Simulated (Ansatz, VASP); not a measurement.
**CaO in VASP and in Ansatz**

```
Ca O
1.0
     0.00000    2.37484    2.37484
     2.37484    0.00000    2.37484
     2.37484    2.37484    0.00000
Ca O
1 1
Direct
  0.00000 0.00000 0.00000
  0.50000 0.50000 0.50000
```

Alike in both runs: functional PBEsol; dispersion D4; k mesh 8 × 8 × 8; occupations gaussian, width 0.02 eV; no spin polarisation.

Ansatz relaxed the structure, and its values are those at the end. VASP's run is a single point on that final structure, the one shown.

|  | VASP | Ansatz |
| --- | --- | --- |
| version | VASP 6.6.1 | Ansatz 0.2.0 |
| potentials or method | VASP PAW PBE potentials, release 64 (Ca_sv, O), cutoff 600 eV | scalar-relativistic, plane waves, PAW |
| valence electrons in the cell | 16 | 16 |

```csv
,VASP,Ansatz,Ansatz less VASP
gap on the k mesh at the Fermi level (eV),3.52,3.54,+0.021
least direct gap on the mesh (eV),3.89,3.91,+0.021
pressure (GPa),0.6,0.0,-0.58
```

VASP's potentials were made for PBE, not for PBEsol, and Ansatz warns of the same on its side.
